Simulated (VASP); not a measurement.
# NaI (I4/mmm) in VASP: single point with r2SCAN

Aim: the single point of NaI with r2SCAN.

Everything below comes from runs of VASP 6.6.1. Logs are shortened: lines on timing, memory, paths and dates and some standing lists are left out, and cuts for length are marked.

**1. The cell of the first run**

The structure is tetragonal, space group I4/mmm (No. 139). Conventional cell: a = 4.577 Å, b = 4.577 Å, c = 6.716 Å, α = 90.00°, β = 90.00°, γ = 90.00°. Within 4.3 Å of Na (site symmetry 4/mmm) lie 6 I at 3.24 to 3.36 Å. Within 4.3 Å of I (site symmetry 4/mmm) lie 6 Na at 3.24 to 3.36 Å.

**2. Single point, r2SCAN (strain +0.0375 x Voigt [1, 0, 0, 0, 0, 0])**

POSCAR

```
NaI
1.0
    0.0000000000      3.2364000000      3.2364000000
    3.3577650000      0.0000000000      3.2364000000
    3.3577650000      3.2364000000      0.0000000000
Na I
1 1
Direct
    0.0000000000      0.0000000000      0.0000000000
    0.5000000000      0.5000000000      0.5000000000
```

INCAR.step1

```
PREC     = Accurate       # precision mode
ENCUT    = 520            # plane-wave cutoff, eV
ISMEAR   = 0              # smearing method
SIGMA    = 0.05           # smearing width, eV
LREAL    = F              # projectors in reciprocal space
LASPH    = T              # aspherical terms in the spheres
NELM     = 60             # most SCF steps
NBANDS   = 14             # bands
GGA      = PE             # functional
ALGO     = Normal         # electronic algorithm
EDIFF    = 1E-4           # SCF threshold, eV
LWAVE    = T              # write WAVECAR
LCHARG   = F              # write CHGCAR
```

INCAR.step2

```
PREC     = Accurate       # precision mode
ENCUT    = 520            # plane-wave cutoff, eV
EDIFF    = 1E-6           # SCF threshold, eV
ISMEAR   = 0              # smearing method
SIGMA    = 0.05           # smearing width, eV
LREAL    = F              # projectors in reciprocal space
LASPH    = T              # aspherical terms in the spheres
NELM     = 60             # most SCF steps
ALGO     = Normal         # electronic algorithm
ISIF     = 2              # what is computed and relaxed
LWAVE    = F              # write WAVECAR
LCHARG   = F              # write CHGCAR
METAGGA  = R2SCAN         # meta-GGA
LMIXTAU  = T            
NBANDS   = 14             # bands
ISTART   = 1
```

KPOINTS

```
regular mesh
0
Gamma
  6 6 6
```

Potentials or basis: VASP PAW PBE potentials, release 64 (Na_pv, I).

The run is started by

```bash
cat potpaw_PBE.64/Na_pv/POTCAR potpaw_PBE.64/I/POTCAR > POTCAR
cp INCAR.step1 INCAR
mpirun -np 1 vasp_std > vasp.out
cp INCAR.step2 INCAR
mpirun -np 1 vasp_std > vasp.out
```

OUTCAR:

```text
PREC = Accurate
   ENCUT = 520
   EDIFF = 1E-6
   ISMEAR = 0
   LREAL = F
   LASPH = T
   NELM = 60
   ISIF = 2
   METAGGA = R2SCAN
   ISTART = 1

 ion  position               nearest neighbor table
   1  0.000  0.000  0.000-
   2  0.500  0.500  0.500-

  LATTYP: Found a body centered tetragonal cell.
 ALAT       =     4.5769607733
 C/A-ratio  =     1.4672465710

  Lattice vectors:

 A1 = (   3.3577650000,   0.0000000000,   3.2364000000)
 A2 = (   3.3577650000,   0.0000000000,  -3.2364000000)
 A3 = (  -3.3577650000,   3.2364000000,   0.0000000000)

Analysis of symmetry for initial positions (statically):
=====================================================================
 Subroutine PRICEL returns:
 Original cell was already a primitive cell.

 Routine SETGRP: Setting up the symmetry group for a
 body centered tetragonal supercell.

 Subroutine GETGRP returns: Found 16 space group operations
 (whereof 16 operations were pure point group operations)
 out of a pool of 16 trial point group operations.

The static configuration has the point symmetry D_4h.

Analysis of symmetry for dynamics (positions and initial velocities):
=====================================================================
 Subroutine PRICEL returns:
 Original cell was already a primitive cell.

 Routine SETGRP: Setting up the symmetry group for a
 body centered tetragonal supercell.

 Subroutine GETGRP returns: Found 16 space group operations
 (whereof 16 operations were pure point group operations)
 out of a pool of 16 trial point group operations.

The dynamic configuration has the point symmetry D_4h.

 Subroutine INISYM returns: Found 16 space group operations
 (whereof 16 operations are pure point group operations),
 and found     1 'primitive' translations

----------------------------------------------------------------------------------------

                                     Primitive cell

  volume of cell :      70.3404

  direct lattice vectors                    reciprocal lattice vectors
     0.000000000  3.236400000  3.236400000    -0.148908575  0.154492646  0.154492646
     3.357765000  0.000000000  3.236400000     0.148908575 -0.154492646  0.154492646
     3.357765000  3.236400000  0.000000000     0.148908575  0.154492646 -0.154492646

  length of vectors
     4.576960773  4.663568457  4.663568457     0.264404461  0.264404461  0.264404461

  position of ions in fractional coordinates (direct lattice)
     0.000000000  0.000000000  0.000000000
     0.500000000  0.500000000  0.500000000

  ion indices of the primitive-cell ions
   primitive index   ion index
                 1           1
                 2           2

----------------------------------------------------------------------------------------

 KPOINTS: regular mesh

Automatic generation of k-mesh.
 Grid dimensions read from file:
 generate k-points for:    6    6    6

 Generating k-lattice:

  Cartesian coordinates                     Fractional coordinates (reciprocal lattice)
    -0.024818096  0.025748774  0.025748774     0.166666667  0.000000000  0.000000000
     0.024818096 -0.025748774  0.025748774     0.000000000  0.166666667  0.000000000
     0.024818096  0.025748774 -0.025748774     0.000000000  0.000000000  0.166666667

  Length of vectors
     0.044067410  0.044067410  0.044067410

  Shift w.r.t. Gamma in fractional coordinates (k-lattice)
     0.000000000  0.000000000  0.000000000

 Subroutine IBZKPT returns following result:
 ===========================================

 Found     30 irreducible k-points:

 Following reciprocal coordinates:
            Coordinates               Weight
  0.000000  0.000000  0.000000      1.000000
  0.166667  0.000000  0.000000      8.000000
  0.333333  0.000000  0.000000      8.000000
  0.500000  0.000000  0.000000      4.000000
  0.166667  0.166667  0.000000      4.000000
  0.333333  0.166667  0.000000     16.000000
[... 16 lines left out ...]
 -0.333333  0.500000  0.166667      4.000000
  0.333333 -0.333333  0.166667      8.000000
 [... further k-points ...]
   k-points           NKPTS =     30   k-points in BZ     NKDIM =     30   number of bands    NBANDS=     14
   number of dos      NEDOS =    301   number of ions     NIONS =      2
   total plane-waves  NPLWV =  46656
   dimension x,y,z NGX =    36 NGY =   36 NGZ =   36
   dimension x,y,z NGXF=    72 NGYF=   72 NGZF=   72
   ions per type =               1   1
   NGX,Y,Z   is equivalent  to a cutoff of  13.08, 12.83, 12.83 a.u.
   NGXF,Y,Z  is equivalent  to a cutoff of  26.15, 25.67, 25.67 a.u.
 SYSTEM =  unknown system
   PREC   = accura    normal or accurate (medium, high low for compatibility)
   ISTART =      1    job   : 0-new  1-cont  2-samecut
   ICHARG =      0    charge: 1-file 2-atom 10-const
   ISPIN  =      1    spin polarized calculation?
   LNONCOLLINEAR =      F non collinear calculations
   LSORBIT =      F    spin-orbit coupling
   LASPH  =      T    aspherical Exc in radial PAW
   ENCUT  =  520.0 eV  38.22 Ry    6.18 a.u.   8.51  8.67  8.67*2*pi/ulx,y,z
   NELM   =     60;   NELMIN=  2; NELMDL=  0     # of ELM steps
   EDIFF  = 0.1E-05   stopping-criterion for ELM
   LREAL  =      F    real-space projection
   EDIFFG = 0.1E-04   stopping-criterion for IOM
   NSW    =      0    number of steps for IOM
   IBRION =     -1    ionic relax: 0-MD 1-quasi-New 2-CG
   NFREE  =      0    steps in history (QN), initial steepest desc. (CG)
   ISIF   =      2    stress and relaxation
   ISYM   =      2    0-nonsym 1-usesym 2-fastsym
   POTIM  = 0.5000    time-step for ionic-motion
   TEBEG  =    0.0;   TEEND  =   0.0 temperature during run
   PSTRESS=    0.0 pullay stress
   NELECT =      14.0000    total number of electrons
   NUPDOWN=      -1.0000    fix difference up-down
   EMIN   =  10.00;   EMAX   =-10.00  energy-range for DOS
   EFERMI =   0.00;   METHOD = LEGACY
   ISMEAR =     0;   SIGMA  =   0.05  broadening in eV -4-tet -1-fermi 0-gaus
   EFERMI_NEDOS =   21; number of points for ismear=-14 and -15
   IALGO  =     38    algorithm
   IMIX   =      4    mixing-type and parameters
     AMIX     =   0.40;   BMIX     =  1.00
     AMIX_MAG =   1.60;   BMIX_MAG =  1.00
  volume/ion in A,a.u.               =      35.17       237.34
  Fermi-wavevector in a.u.,A,eV,Ry     =   0.955834  1.806265 12.430544  0.913619
  Thomas-Fermi vector in A             =   2.084708
   LORBIT       =      0    0 simple, 1 ext, 2 COOP (PROOUT), +10 PAW based schemes
   METAGGA = R2SCAN    functional components
   LHFCALC =     F    Hartree Fock is set to
   AEXX    =    0.0000 exact exchange contribution
   IVDW    =     0    specifies the selected vdW correction
   LEPSILON=     F    determine dielectric tensor
   LRPA    =     F    only Hartree local field effects (RPA)
 non-spin polarized calculation
 Gauss-broadening in eV      SIGMA  =   0.05
  energy-cutoff  :      520.00
  volume of cell :       70.34
 maximum number of plane-waves:      1917
 NGX is ok and might be reduce to    36
   NGX = 17   NGY = 17   NGZ = 17

 number of electron      13.9999994 magnetization

 Free energy of the ion-electron system (eV)
  ---------------------------------------------------
  ext. energy  EPLUGINS =         0.00000000
  ---------------------------------------------------
  free energy    TOTEN  =       -31.07374842 eV

  energy without entropy =      -31.07374842  energy(sigma->0) =      -31.07374842

 E-fermi :   0.4714     XC(G=0):  -7.9104

 val. band max:        0.2534239414   @ k =   0.0000   0.0000   0.0000
 cond. band min:       4.5600328139   @ k =   0.0000   0.0000   0.0000
 fundamental gap:      4.3066088725
 Fermi energy:         0.4714270282

 k-point     1 :       0.0000    0.0000    0.0000
  band No.  band energies     occupation
      1     -23.0639      2.00000
      2     -23.0599      2.00000
      3     -23.0597      2.00000
      4     -11.0241      2.00000
      5       0.2154      2.00000
      6       0.2154      2.00000
      7       0.2534      2.00000
      8       4.5600      0.00000
      9       8.5519      0.00000
     10       8.7866      0.00000
     11       8.7866      0.00000
     12      10.2932      0.00000
     13      10.6938      0.00000
     14      11.3080      0.00000

 k-point     2 :       0.1667    0.0000    0.0000
  band No.  band energies     occupation
      1     -23.0642      2.00000
      2     -23.0606      2.00000
      3     -23.0597      2.00000
      4     -10.9534      2.00000
      5      -0.4395      2.00000
      6       0.1542      2.00000
      7       0.1572      2.00000
      8       5.3221      0.00000
      9       8.2267      0.00000
     10       8.7949      0.00000
     11       9.0164      0.00000
     12       9.9348      0.00000
     13      10.1596      0.00000
     14      11.8164      0.00000

 k-point     3 :       0.3333    0.0000    0.0000
  band No.  band energies     occupation
      1     -23.0653      2.00000
      2     -23.0618      2.00000
      3     -23.0597      2.00000
      4     -10.8041      2.00000
      5      -1.4221      2.00000
      6      -0.0016      2.00000
      7       0.0385      2.00000
      8       5.9302      0.00000
      9       8.3705      0.00000
     10       8.6676      0.00000
     11       8.8509      0.00000
     12      11.0504      0.00000
     13      11.0845      0.00000
     14      11.2020      0.00000
[... 324 lines left out ...]
 k-point    23 :      -0.3333    0.5000    0.1667
  band No.  band energies     occupation
      1     -23.0655      2.00000
      2     -23.0624      2.00000
      3     -23.0614      2.00000
      4     -10.6401      2.00000
      5      -1.3502      2.00000
      6      -0.7905      2.00000
      7      -0.6687      2.00000
      8       6.2704      0.00000
      9       7.2207      0.00000
     10       9.4646      0.00000
     11       9.6684      0.00000
     12      12.3102      0.00000
     13      13.2240      0.00000
     14      13.4561      0.00000

 k-point    24 :       0.3333   -0.3333    0.1667
  band No.  band energies     occupation
      1     -23.0654      2.00000
      2     -23.0621      2.00000
      3     -23.0617      2.00000
      4     -10.6560      2.00000
      5      -1.4000      2.00000
      6      -0.9061      2.00000
      7      -0.3551      2.00000
      8       6.8336      0.00000
      9       7.3437      0.00000
     10       8.5729      0.00000
     11       9.3110      0.00000
     12      11.2630      0.00000
     13      12.7989      0.00000
     14      13.9470      0.00000

 [... further k-points ...]

------------------------ aborting loop because EDIFF is reached ----------------------------------------

  FORCE on cell =-STRESS in cart. coord.  units (eV):
  Direction    XX          YY          ZZ          XY          YZ          ZX
  --------------------------------------------------------------------------------------
  -------------------------------------------------------------------------------------
  Total       -0.5091055     -0.1785301     -0.1785301     -0.0000000      0.0000000     -0.0000000
  in kB      -11.5961455     -4.0664688     -4.0664688     -0.0000000      0.0000000     -0.0000000
  external PRESSURE =      -6.5763610 kB  Pullay stress =       0.0000000 kB

 VOLUME and BASIS-vectors are now :
 -----------------------------------------------------------------------------
  energy-cutoff  :      520.00
  volume of cell :       70.34
      direct lattice vectors                 reciprocal lattice vectors
     0.000000000  3.236400000  3.236400000    -0.148908575  0.154492646  0.154492646
     3.357765000  0.000000000  3.236400000     0.148908575 -0.154492646  0.154492646
     3.357765000  3.236400000  0.000000000     0.148908575  0.154492646 -0.154492646

 POSITION                                       TOTAL-FORCE (eV/Angst)
 -----------------------------------------------------------------------------------
      0.00000      0.00000      0.00000         0.000000     -0.000000      0.000000
      3.35777      3.23640      3.23640        -0.000000      0.000000     -0.000000
 -----------------------------------------------------------------------------------
    total drift:                                0.000000      0.000000      0.000000

  FREE ENERGIE OF THE ION-ELECTRON SYSTEM (eV)
  ---------------------------------------------------
  free  energy   TOTEN  =       -31.0737484220 eV

  energy  without entropy=      -31.0737484220  energy(sigma->0) =      -31.07374842
```

It took 2.4 min on 1 thread of Intel Xeon 8259CL, shared host; peak memory 0.22 GiB.

What came out:

| Quantity | Value |
| --- | --- |
| Free energy | -31.0737 eV |
| Pressure | -0.7 GPa |
| Band gap on the k mesh | 4.31 eV |

Stress tensor (GPa, compression positive):
```
-1.16  0.00  0.00
 0.00 -0.41  0.00
 0.00  0.00 -0.41
```

Caveat: the cell differs from its parent crystal (strain +0.0375 x Voigt [1, 0, 0, 0, 0, 0]); the PAW data sets were made with another functional, which shifts forces and pressure a little; spin-orbit coupling is left out, which moves the levels of the heavy elements.
